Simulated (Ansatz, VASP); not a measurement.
# One calculation of MnS, two programs

The input INCAR:

```
SYSTEM = MnS
ALGO = Normal
EDIFF = 1E-7
ENCUT = 520
GGA = PE
ISIF = 2
ISMEAR = 0
LASPH = .True.
LCHARG = .False.
LREAL = .False.
LWAVE = .False.
NBANDS = 16
NELM = 60
PREC = Accurate
SIGMA = 0.05
```

Contents of KPOINTS:

```
k-points
0
Gamma
  12 12 12
  0 0 0
```

Contents of POSCAR:

```
MnS
1.0
    0.0000000000      2.3615296015      2.3615296015
    2.3615296015      0.0000000000      2.3615296015
    2.3615296015      2.3615296015      0.0000000000
Mn S
1 1
Direct
    0.0000000000      0.0000000000      0.0000000000
    0.5000000000      0.5000000000      0.5000000000
```

Input for Ansatz:

```yaml
crystal:
  lattice:
    - [0.0, 2.3615296015, 2.3615296015]
    - [2.3615296015, 0.0, 2.3615296015]
    - [2.3615296015, 2.3615296015, 0.0]
  atoms:
    - { symbol: Mn, position: [0.0, 0.0, 0.0] }
    - { symbol: S, position: [0.5, 0.5, 0.5] }
basis:
  ecutwfc: 420
  ecutrho_ratio: 4
kpoints:
  mp_grid: { grid: [12, 12, 12] }
hamiltonian:
  xc: pbe
scf:
  occupations: { method: gaussian, width: 0.05 }
output:
  forces: true
  stress: true
  eigenvalues: true
```

Alike in both runs: task single point; functional PBE; k mesh 12 × 12 × 12; occupations gaussian, width 0.05 eV; no spin polarisation.

|  | VASP | Ansatz |
| --- | --- | --- |
| version | VASP 6.6.1 | Ansatz 0.2.0 |
| potentials or method | VASP PAW PBE potentials, release 64 (Mn_pv, S), cutoff 520 eV | scalar-relativistic, plane waves, PAW |
| valence electrons in the cell | 19 | 21 |

|  | VASP | Ansatz | Ansatz less VASP |
| --- | --- | --- | --- |
| gap on the k mesh at the Fermi level (eV) | none | none | - |
| pressure (GPa) | -2.8 | -2.9 | -0.10 |

A gap of «none» marks a metal or a gap that the smearing closes. With one functional, cell and mesh, what is left measures potentials, basis and numerics. VASP's potentials hold 19 valence electrons a cell and Ansatz's 21, so a difference there can come from the potentials and not from the codes.
